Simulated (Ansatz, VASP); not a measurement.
One calculation of InSe, two programs

```xyz
4
Lattice="2.0227 1.1678 8.6782 -2.0227 1.1678 8.6782 0.0000 -2.3357 8.6782" Properties=species:S:1:pos:R:3 pbc="T T T"
In    0.0000    0.0000   -0.0500
In    0.0000    0.0000   23.1863
Se    0.0000    0.0000    9.8848
Se    0.0000    0.0000    4.5730
```

Alike in both runs: functional r2SCAN; k mesh 6 × 6 × 6; no spin polarisation.

Ansatz relaxed the structure, and its values are those at the end. VASP's run is a single point on that final structure, the one shown.

|  | VASP | Ansatz |
| --- | --- | --- |
| version | VASP 6.6.1 | Ansatz 0.2.0 |
| potentials or method | VASP PAW PBE potentials, release 64 (In_d, Se), cutoff 550 eV | plane waves, PAW |
| occupations | gaussian, width 0.01 eV | fixed |
| valence electrons in the cell | 38 | 58 |

```csv
,VASP,Ansatz,Ansatz less VASP
pressure (GPa),0.0,0.0,+0.02
rms of the force components (eV/Å),0.010,0.003,-0.0075
```

VASP's potentials were made for PBE, not for r2SCAN. VASP's potentials hold 38 valence electrons a cell and Ansatz's 58, so a difference there can come from the potentials and not from the codes.
